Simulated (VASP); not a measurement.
**Hg: single point with LDA**

The system is Hg.

```
CELL_PARAMETERS angstrom
1.73000 0.99882 2.23400
-1.73000 0.99882 2.23400
0.00000 -1.99763 2.23400
ATOMIC_POSITIONS crystal
Hg 0.00000 0.00000 0.00000
```

- Program: VASP 6.6.1
- Task: single point
- Functional: LDA
- Potentials or basis: VASP PAW LDA potentials, release 64 (Hg)
- Cutoff: 520 eV
- k mesh: 18 × 18 × 18
- Occupations: gaussian, width 0.15 eV
- Spin: no spin polarisation

The pressure is -1.1 GPa. The band gap on the k mesh is zero (band 6 reaches 3.90 eV, above the bottom of band 7 at 0.61 eV).

Stress tensor (GPa, compression positive):
```
-0.71  0.00  0.00
 0.00 -0.71  0.00
 0.00  0.00 -1.75
```

Levels at points of the mesh, in eV from the Fermi level:
| k point | band 4 | band 5 | band 6 | band 7 | band 8 | band 9 |
| --- | --- | --- | --- | --- | --- | --- |
| (0.00, 0.00, 0.00) | -6.47 | -6.29 | -6.29 | 12.17 | 12.58 | 12.58 |
| (0.50, 0.00, 0.00) | -6.35 | -5.96 | -2.23 | -2.14 | 12.34 | 12.58 |
| (0.50, 0.50, 0.00) | -6.01 | -5.49 | -0.25 | 0.75 | 4.64 | 9.92 |
| (0.50, 0.50, 0.50) | -5.58 | -5.58 | -0.30 | 1.25 | 9.31 | 9.31 |

Wall time 2.8 min on 1 thread of AMD EPYC 7R43 64-Core Processor (Zen 3), on a shared host, peak memory 0.22 GiB.

Caveat: spin-orbit coupling is left out, which moves the levels of the heavy elements.
